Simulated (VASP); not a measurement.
# W (Fm-3m) in VASP: vibrations by perturbation theory with PBEsol

Aim: the vibrations by perturbation theory of W with PBEsol.

All numbers are computed with VASP 6.6.1; they aren't measurements. Logs are shortened: lines on timing, memory, paths and dates and some standing lists are left out, and cuts for length are marked.

## (1) The cell of the first run

It takes space group Fm-3m (No. 225, cubic). Conventional cell: a = 3.998 Å, b = 3.998 Å, c = 3.998 Å, α = 90.00°, β = 90.00°, γ = 90.00°. Within 3.7 Å of W (site symmetry m-3m) lie 12 W at 2.83 Å.

This isn't the form of W at room conditions, which is bcc.

## (2) Vibrations by perturbation theory, PBEsol

INCAR

```
SYSTEM = W
PREC = Accurate
ENCUT = 520
EDIFF = 1E-8
ISMEAR = 0
SIGMA = 0.15
LREAL = .False.
LASPH = .True.
NELM = 60
ALGO = Normal
ISIF = 2
LWAVE = .False.
LCHARG = .False.
GGA = PS
IBRION = 8
NSW = 1
```

KPOINTS

```
Automatic mesh
0
Gamma
  16 16 12
  0 0 0
```

POSCAR

```
W
1.0
    0.0000000000     -1.9991269216     -1.9991269216
    0.0000000000      1.9991269216     -1.9991269216
    3.9982538432      0.0000000000      0.0000000000
W
2
Direct
    0.5000000000      0.5000000000      0.5000000000
    0.0000000000      0.0000000000      0.0000000000
```

Potentials or basis: VASP PAW PBE potentials, release 64 (W_sv).

On the command line:

```
> cat potpaw_PBE.64/W_sv/POTCAR > POTCAR
> mpirun -np 1 vasp_std > vasp.out
```

OUTCAR:

```text
SYSTEM = W
   PREC = Accurate
   ENCUT = 520
   EDIFF = 1E-8
   ISMEAR = 0
   LREAL = .False.
   LASPH = .True.
   NELM = 60
   ISIF = 2
   GGA = PS
   IBRION = 8
   NSW = 1

 ion  position               nearest neighbor table
   1  0.500  0.500  0.500-   2 2.83   2 2.83   2 2.83   2 2.83   2 2.83   2 2.83   2 2.83   2 2.83

   2  0.000  0.000  0.000-   1 2.83   1 2.83   1 2.83   1 2.83   1 2.83   1 2.83   1 2.83   1 2.83

  LATTYP: Found a simple tetragonal cell.
 ALAT       =     2.8271924054
 C/A-ratio  =     1.4142135624

  Lattice vectors:

 A1 = (   0.0000000000,  -1.9991269216,  -1.9991269216)
 A2 = (   0.0000000000,   1.9991269216,  -1.9991269216)
 A3 = (   3.9982538432,   0.0000000000,   0.0000000000)

Analysis of symmetry for initial positions (statically):
=====================================================================
 Subroutine PRICEL returns following result:

  LATTYP: Found a face centered cubic cell.
 ALAT       =     3.9982538432

  Lattice vectors:

 A1 = (  -1.9991269216,   0.0000000000,   1.9991269216)
 A2 = (  -1.9991269216,  -1.9991269216,   0.0000000000)
 A3 = (   0.0000000000,  -1.9991269216,   1.9991269216)

   2 primitive cells build up your supercell.

 Routine SETGRP: Setting up the symmetry group for a
 simple tetragonal supercell.

 Subroutine GETGRP returns: Found 16 space group operations
 (whereof 16 operations were pure point group operations)
 out of a pool of 16 trial point group operations.

The static configuration has the point symmetry D_4h.

Analysis of symmetry for dynamics (positions and initial velocities):
=====================================================================
 Subroutine PRICEL returns following result:

  LATTYP: Found a face centered cubic cell.
 ALAT       =     3.9982538432

  Lattice vectors:

 A1 = (  -1.9991269216,   0.0000000000,   1.9991269216)
 A2 = (  -1.9991269216,  -1.9991269216,   0.0000000000)
 A3 = (   0.0000000000,  -1.9991269216,   1.9991269216)

   2 primitive cells build up your supercell.

 Routine SETGRP: Setting up the symmetry group for a
 simple tetragonal supercell.

 Subroutine GETGRP returns: Found 16 space group operations
 (whereof 16 operations were pure point group operations)
 out of a pool of 16 trial point group operations.

The dynamic configuration has the point symmetry D_4h.

 Subroutine INISYM returns: Found 16 space group operations
 (whereof 16 operations are pure point group operations),
 and found     2 'primitive' translations

----------------------------------------------------------------------------------------

                                     Primitive cell

  volume of cell :      15.9791

  direct lattice vectors                    reciprocal lattice vectors
    -1.999126922  0.000000000  1.999126922    -0.250109182  0.250109182  0.250109182
    -1.999126922 -1.999126922  0.000000000    -0.250109182 -0.250109182 -0.250109182
     0.000000000 -1.999126922  1.999126922     0.250109182 -0.250109182  0.250109182

  length of vectors
     2.827192405  2.827192405  2.827192405     0.433201811  0.433201811  0.433201811

  position of ions in fractional coordinates (direct lattice)
     1.000000000  0.000000000  0.000000000

  ion indices of the primitive-cell ions
   primitive index   ion index
                 1           1

----------------------------------------------------------------------------------------

 KPOINTS: Automatic mesh

Automatic generation of k-mesh.
 Grid dimensions read from file:
 generate k-points for:   16   16   12

 Generating k-lattice:

  Cartesian coordinates                     Fractional coordinates (reciprocal lattice)
     0.000000000 -0.015631824 -0.015631824     0.062500000  0.000000000  0.000000000
     0.000000000  0.015631824 -0.015631824     0.000000000  0.062500000  0.000000000
     0.020842432  0.000000000  0.000000000     0.000000000  0.000000000  0.083333333

  Length of vectors
     0.022106737  0.022106737  0.020842432

  Shift w.r.t. Gamma in fractional coordinates (k-lattice)
     0.000000000  0.000000000  0.000000000

 Subroutine IBZKPT returns following result:
 ===========================================

 Found    315 irreducible k-points:

 Following reciprocal coordinates:
            Coordinates               Weight
  0.000000  0.000000  0.000000      1.000000
  0.062500  0.000000  0.000000      4.000000
  0.125000  0.000000  0.000000      4.000000
  0.187500  0.000000  0.000000      4.000000
  0.250000  0.000000  0.000000      4.000000
  0.312500  0.000000  0.000000      4.000000
[... 16 lines left out ...]
  0.437500  0.125000  0.000000      8.000000
  0.500000  0.125000  0.000000      4.000000
 [... further k-points ...]
   k-points           NKPTS =    315   k-points in BZ     NKDIM =    315   number of bands    NBANDS=     18
   number of dos      NEDOS =    301   number of ions     NIONS =      2
   total plane-waves  NPLWV =  17280
   dimension x,y,z NGX =    24 NGY =   24 NGZ =   30
   dimension x,y,z NGXF=    48 NGYF=   48 NGZF=   60
   ions per type =               2
   NGX,Y,Z   is equivalent  to a cutoff of  14.11, 14.11, 12.47 a.u.
   NGXF,Y,Z  is equivalent  to a cutoff of  28.23, 28.23, 24.95 a.u.
 SYSTEM =  W
   PREC   = accura    normal or accurate (medium, high low for compatibility)
   ISTART =      0    job   : 0-new  1-cont  2-samecut
   ICHARG =      2    charge: 1-file 2-atom 10-const
   ISPIN  =      1    spin polarized calculation?
   LNONCOLLINEAR =      F non collinear calculations
   LSORBIT =      F    spin-orbit coupling
   LASPH  =      T    aspherical Exc in radial PAW
   ENCUT  =  520.0 eV  38.22 Ry    6.18 a.u.   5.26  5.26  7.43*2*pi/ulx,y,z
   NELM   =     60;   NELMIN=  2; NELMDL= -5     # of ELM steps
   EDIFF  = 0.1E-07   stopping-criterion for ELM
   LREAL  =      F    real-space projection
   EDIFFG = 0.1E-06   stopping-criterion for IOM
   NSW    =      1    number of steps for IOM
   IBRION =      8    ionic relax: 0-MD 1-quasi-New 2-CG
   NFREE  =      0    steps in history (QN), initial steepest desc. (CG)
   ISIF   =      2    stress and relaxation
   ISYM   =      2    0-nonsym 1-usesym 2-fastsym
   POTIM  = 0.5000    time-step for ionic-motion
   TEBEG  =    0.0;   TEEND  =   0.0 temperature during run
   PSTRESS=    0.0 pullay stress
   NELECT =      28.0000    total number of electrons
   NUPDOWN=      -1.0000    fix difference up-down
   EMIN   =  10.00;   EMAX   =-10.00  energy-range for DOS
   EFERMI =   0.00;   METHOD = LEGACY
   ISMEAR =     0;   SIGMA  =   0.15  broadening in eV -4-tet -1-fermi 0-gaus
   EFERMI_NEDOS =   21; number of points for ismear=-14 and -15
   IALGO  =     38    algorithm
   IMIX   =      4    mixing-type and parameters
     AMIX     =   0.40;   BMIX     =  1.00
     AMIX_MAG =   1.60;   BMIX_MAG =  1.00
  volume/ion in A,a.u.               =      15.98       107.83
  Fermi-wavevector in a.u.,A,eV,Ry     =   1.566512  2.960279 33.388164  2.453961
  Thomas-Fermi vector in A             =   2.668829
   LORBIT       =      0    0 simple, 1 ext, 2 COOP (PROOUT), +10 PAW based schemes
   GGA     = PS    functional components
   LHFCALC =     F    Hartree Fock is set to
   AEXX    =    0.0000 exact exchange contribution
   IVDW    =     0    specifies the selected vdW correction
   LEPSILON=     F    determine dielectric tensor
   LRPA    =     F    only Hartree local field effects (RPA)
 non-spin polarized calculation
 Gauss-broadening in eV      SIGMA  =   0.15
  energy-cutoff  :      520.00
  volume of cell :       31.96
 maximum number of plane-waves:       888
 NGX is ok and might be reduce to    24
   NGX = 11   NGY = 11   NGZ = 15

--------------------------------------- Ionic step        1  -------------------------------------------

 number of electron      27.9999997 magnetization

 Free energy of the ion-electron system (eV)
  ---------------------------------------------------
  ext. energy  EPLUGINS =         0.00000000
  ---------------------------------------------------
  free energy    TOTEN  =       -26.63180936 eV

  energy without entropy =      -26.60271920  energy(sigma->0) =      -26.61726428

 E-fermi :  10.6841     XC(G=0): -13.7056

 val. band max:       10.6823371615   @ k =   0.3750   0.0000   0.1667
 cond. band min:      10.6900108777   @ k =   0.5000   0.3125   0.1667
 fundamental gap:      0.0076737162
 Fermi energy:        10.6840630695

 k-point     1 :       0.0000    0.0000    0.0000
  band No.  band energies     occupation
      1     -62.8901      2.00000
      2     -62.7302      2.00000
      3     -27.6599      2.00000
      4     -26.9364      2.00000
      5     -26.9364      2.00000
      6     -26.4814      2.00000
[... 481 lines left out ...]
      5     -27.0038      2.00000
      6     -27.0038      2.00000
[... 10 lines left out ...]
     17      13.6045      0.00000
     18      13.6045      0.00000

 [... further k-points ...]

------------------------ aborting loop because EDIFF is reached ----------------------------------------

  FORCE on cell =-STRESS in cart. coord.  units (eV):
  Direction    XX          YY          ZZ          XY          YZ          ZX
  --------------------------------------------------------------------------------------
  -------------------------------------------------------------------------------------
  Total        0.1742607      0.0904923      0.0904923     -0.0000000      0.0000000     -0.0000000
  in kB        8.7363273      4.5367124      4.5367124     -0.0000000      0.0000000     -0.0000000
  external PRESSURE =       5.9365840 kB  Pullay stress =       0.0000000 kB

 VOLUME and BASIS-vectors are now :
 -----------------------------------------------------------------------------
  energy-cutoff  :      520.00
  volume of cell :       31.96
      direct lattice vectors                 reciprocal lattice vectors
     0.000000000 -1.999126922 -1.999126922     0.000000000 -0.250109182 -0.250109182
     0.000000000  1.999126922 -1.999126922     0.000000000  0.250109182 -0.250109182
     3.998253843  0.000000000  0.000000000     0.250109182  0.000000000  0.000000000

 POSITION                                       TOTAL-FORCE (eV/Angst)
 -----------------------------------------------------------------------------------
      1.99913      0.00000     -1.99913         0.000000      0.000000      0.000000
      0.00000      0.00000      0.00000         0.000000     -0.000000     -0.000000
 -----------------------------------------------------------------------------------
    total drift:                               -0.000000      0.000000     -0.000000

  FREE ENERGIE OF THE ION-ELECTRON SYSTEM (eV)
  ---------------------------------------------------
  free  energy   TOTEN  =       -26.6318093612 eV

  energy  without entropy=      -26.6027192029  energy(sigma->0) =      -26.61726428

[... ionic steps 2 to 3 ...]

--------------------------------------- Ionic step        4  -------------------------------------------

------------------------ aborting loop because EDIFF is reached ----------------------------------------

--------------------------------------- Ionic step        5  -------------------------------------------

 Free energy of the ion-electron system (eV)
  ---------------------------------------------------
  ---------------------------------------------------
  free energy    TOTEN  =        -0.29532464 eV

  energy without entropy =       -0.29532464

------------------------ aborting loop because EDIFF is reached ----------------------------------------

 INTERNAL STRAIN TENSOR  FOR ION    1  DIRECTION 2   (eV/Angst):
 -----------------------------------------------------------------------------
     0.02532  0.00000  0.00000
     0.00000  0.00183  0.00000
     0.00000  0.00000  0.00502

 INTERNAL STRAIN TENSOR FOR ION    2 for displacements in x,y,z  (eV/Angst):
          X           Y           Z          XY          YZ          ZX
  --------------------------------------------------------------------------------
  x     0.00000     0.00000     0.00000     0.00000     0.00000     0.00000
  y     0.00000     0.00000     0.00000     0.00000     0.00000     0.00000
  z     0.00000     0.00000     0.00000     0.00000     0.00000     0.00000

 SECOND DERIVATIVES (NOT SYMMETRIZED)
 ------------------------------------
               1X          1Y          1Z          2X          2Y          2Z
  1X   -16.311402    0.000000    0.000000   16.311402   -0.000000   -0.000000
  1Y     0.000000   -3.658336    0.000000    0.000000    3.658336    0.000000
  1Z     0.000000    0.000000   -3.658336    0.000000    0.000000    3.658336
  2X    16.311402   -0.000000   -0.000000  -16.311402    0.000000    0.000000
  2Y     0.000000    3.658336    0.000000    0.000000   -3.658336    0.000000
  2Z     0.000000    0.000000    3.658336    0.000000    0.000000   -3.658336

 Eigenvectors and eigenvalues of the dynamical matrix
 ----------------------------------------------------

   1 f  =    6.585360 THz    41.377040 2PiTHz  219.663981 cm-1    27.234850 meV
             X         Y         Z           dx          dy          dz
      1.999127  0.000000 -1.999127     0.707107   -0.000000    0.000000
      0.000000  0.000000  0.000000    -0.707107    0.000000    0.000000
[... 21 lines left out ...]
   6 f  =    0.000000 THz     0.000000 2PiTHz    0.000000 cm-1     0.000000 meV
             X         Y         Z           dx          dy          dz
      1.999127  0.000000 -1.999127    -0.000000    0.000000    0.707107
      0.000000  0.000000  0.000000     0.000000    0.000000    0.707107

--------------------------------------------------------------------------------------------------------

 ELASTIC MODULI CONTR FROM IONIC RELAXATION (kBar)
 Direction    XX          YY          ZZ          XY          YZ          ZX
 --------------------------------------------------------------------------------
 XX           0.0000      0.0000      0.0000      0.0000      0.0000      0.0000
 YY           0.0000      0.0000      0.0000      0.0000      0.0000      0.0000
 ZZ           0.0000      0.0000      0.0000      0.0000      0.0000      0.0000
 XY           0.0000      0.0000      0.0000      0.0000      0.0000      0.0000
 YZ           0.0000      0.0000      0.0000      0.0000      0.0000      0.0000
 ZX           0.0000      0.0000      0.0000      0.0000      0.0000      0.0000
 --------------------------------------------------------------------------------
```

It took 6.7 min on 1 thread of Intel Xeon 6975P-C (Granite Rapids), shared host; peak memory 0.61 GiB.

What came out:

| Property | Result |
| --- | --- |
| Highest phonon frequency at Γ | 220 cm⁻¹ |

Phonon frequencies in cm⁻¹ (negative: imaginary):
| q point | frequencies |
| --- | --- |
| (0.000, 0.000, 0.000) | 0 0 0 104 104 220 |

Caveat: the PAW data sets were made with another functional, which shifts forces and pressure a little; spin-orbit coupling is left out, which moves the levels of the heavy elements.
